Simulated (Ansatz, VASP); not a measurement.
**Sn in VASP and in Ansatz**

```
Sn
1.0
    -2.94828    2.95040    1.58882
     2.95040   -2.94828    1.58882
     2.94605    2.94605   -1.58493
Sn
2
Direct
  0.00003 0.99997 0.00000
  0.74997 0.25003 0.50000
```

Alike in both runs: task single point; functional r2SCAN; k mesh 11 × 11 × 8; occupations gaussian, width 0.01 eV; no spin polarisation.

|  | VASP | Ansatz |
| --- | --- | --- |
| version | VASP 6.6.1 | Ansatz 0.2.0 |
| potentials or method | VASP PAW PBE potentials, release 64 (Sn_d), cutoff 520 eV | plane waves (500 eV) with PAW, scalar-relativistic |
| valence electrons in the cell | 28 | 28 |

```csv
,VASP,Ansatz,Ansatz less VASP
pressure (GPa),0.0,0.0,+0.01
"traceless stress, the component that is largest in VASP (GPa)",-0.10,-0.10,0.000
```

VASP's potentials were made for PBE, not for r2SCAN. The functional is the same, so the differences come from potentials, cutoffs and numerics.
